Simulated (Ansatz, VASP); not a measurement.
# EuBi in VASP and in Ansatz

Contents of INCAR:

```
SYSTEM = EuBi
PREC = Accurate
ENCUT = 520
EDIFF = 1E-6
ISMEAR = 0
SIGMA = 0.05
LREAL = .False.
LASPH = .True.
NELM = 150
ALGO = Normal
ISIF = 2
LWAVE = .False.
LCHARG = .False.
ISPIN = 2
MAGMOM = 7.25 0
LORBIT = 11
LMAXMIX = 6
GGA = PE
NBANDS = 27
```

The input KPOINTS:

```
Automatic mesh
0
Gamma
  8 8 8
  0 0 0
```

The input POSCAR:

```
EuBi
1.0
    0.0000000000      3.6416141711      3.6416141711
    3.6416141711      0.0000000000      3.6416141711
    3.6416141711      3.6416141711      0.0000000000
Eu Bi
1 1
Direct
    0.0000000000      0.0000000000      0.0000000000
    0.2500000000      0.2500000000      0.2500000000
```

Input for Ansatz:

```yaml
crystal:
  lattice:
    - [0.0, 3.6416141711, 3.6416141711]
    - [3.6416141711, 0.0, 3.6416141711]
    - [3.6416141711, 3.6416141711, 0.0]
  atoms:
    - { symbol: Eu, position: [0.0, 0.0, 0.0], spin: 7.25 }
    - { symbol: Bi, position: [0.25, 0.25, 0.25] }
basis:
  ecutwfc: 420
  ecutrho_ratio: 4
kpoints:
  mp_grid: { grid: [8, 8, 8] }
hamiltonian:
  xc: pbe
scf:
  occupations: { method: gaussian, width: 0.05 }
output:
  forces: true
  stress: true
  eigenvalues: true
  populations: true
magnetization:
  spin_polarized: true
```

Alike in both runs: task single point; functional PBE; k mesh 8 × 8 × 8; occupations gaussian, width 0.05 eV; collinear spin.

|  | VASP | Ansatz |
| --- | --- | --- |
| version | VASP 6.6.1 | Ansatz 0.2.0 |
| potentials or method | VASP PAW PBE potentials, release 64 (Eu, Bi_d), cutoff 520 eV | scalar-relativistic, plane waves, PAW |
| valence electrons in the cell | 32 | 32 |

```tsv
	VASP	Ansatz	Ansatz less VASP
gap on the k mesh at the Fermi level (eV)	none	none	-
pressure (GPa)	1.1	1.2	+0.12
net moment per atom (μB)	3.00	3.00	+0.001
size of the moment on the site where the two differ most (μB)	6.40	6.58	+0.179
```

Site moments also hang on the region over which each program counts them. A gap of «none» marks a metal or a gap that the smearing closes. With one functional, cell and mesh, what is left measures potentials, basis and numerics. Ansatz's warnings: given moment on shells.

Neither program's run includes spin-orbit coupling.
